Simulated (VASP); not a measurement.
Runs of VASP 6.6.1 on Au. The structure is that of space group Fm-3m (No. 225), or close to it. The cells are those of the table. 

```csv
cell,gap on the mesh (eV),pressure (GPa)
"a = 2.881, b = 2.881, c = 4.075 Å, 2 atoms",none,9.8
"a = 2.999, b = 2.999, c = 4.241 Å, 2 atoms",none,-7.1
"a = 3.028, b = 3.028, c = 4.283 Å, 2 atoms",none,(b)
"a = 2.911, b = 2.911, c = 4.116 Å, 2 atoms",none,4.4
"a = 2.852, b = 2.852, c = 4.033 Å, 2 atoms",none,16.4
"a = 2.969, b = 2.969, c = 4.199 Å, 2 atoms",none,(a)
```

Alike in all rows: task single point; level PBE; potentials or basis VASP PAW PBE potentials, release 64 (Au); no spin polarisation; k mesh 18 × 18 × 12; cutoff (eV) 500; smearing gaussian 0.1 eV.

Question: Estimate the missing entries.

Answer: (a) -4.0; (b) -9.6.

Caveats: spin-orbit coupling is left out, which moves the levels of the heavy elements; the cell stands under pressure (at least some runs); the cell stands under tension (at least some runs).

A k mesh can miss the band edges, and the runs leave out spin-orbit coupling on Au.

A gap of «none» marks levels without a gap at the run's occupations.
